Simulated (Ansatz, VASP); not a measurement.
One calculation of Si, two programs

INCAR

```
SYSTEM = Si
ALGO = Normal ; EDIFF = 1E-6
ENCUT = 500 ; GGA = PE
GGA_COMPAT = .False. ; ISIF = 2
ISMEAR = 0 ; LASPH = .True.
LCHARG = .False. ; LREAL = .False.
LWAVE = .False. ; NBANDS = 11
NELM = 120 ; PREC = Accurate
SIGMA = 0.02
```

The input KPOINTS:

```
k-points
0
Gamma
  8 8 8
  0 0 0
```

File POSCAR:

```
Si
1.0
    0.0000000000      2.7351086733      2.7351086733
    2.7351086733      0.0000000000      2.7351086733
    2.7351086733      2.7351086733      0.0000000000
Si
2
Direct
    0.0000000000      0.0000000000      0.0000000000
    0.2500000000      0.2500000000      0.2500000000
```

Input for Ansatz:

```yaml
crystal:
  lattice:
    - [0.0, 2.7351086733, 2.7351086733]
    - [2.7351086733, 0.0, 2.7351086733]
    - [2.7351086733, 2.7351086733, 0.0]
  atoms:
    - { symbol: Si, position: [0.0, 0.0, 0.0] }
    - { symbol: Si, position: [0.25, 0.25, 0.25] }
basis:
  ecutwfc: 420
kpoints:
  mp_grid: { grid: [8, 8, 8] }
  band_path:
    path:
      - [[0.0, 0.0, 0.0], [0.5, 0.0, 0.5], [0.625, 0.25, 0.625]]
      - [[0.375, 0.375, 0.75], [0.0, 0.0, 0.0], [0.5, 0.5, 0.5], [0.5, 0.25, 0.75], [0.5, 0.0, 0.5]]
    npoints: 10
hamiltonian:
  xc: pbe
scf:
  occupations: { method: gaussian, width: 0.02 }
  n_extra_bands: 7
output:
  forces: true
  stress: true
  eigenvalues: true
```

Alike in both runs: task single point; functional PBE; k mesh 8 × 8 × 8; occupations gaussian, width 0.02 eV; no spin polarisation.

|  | VASP | Ansatz |
| --- | --- | --- |
| version | VASP 6.6.1 | Ansatz 0.2.0 |
| potentials or method | VASP PAW PBE potentials, release 64 (Si), cutoff 500 eV | scalar-relativistic, plane waves, PAW |
| valence electrons in the cell | 8 | 8 |

|  | VASP | Ansatz | Ansatz less VASP |
| --- | --- | --- | --- |
| gap on the k mesh at the Fermi level (eV) | 0.65 | 0.65 | -0.003 |
| least direct gap on the mesh (eV) | 2.56 | 2.55 | -0.005 |
| pressure (GPa) | -0.1 | 0.0 | +0.08 |
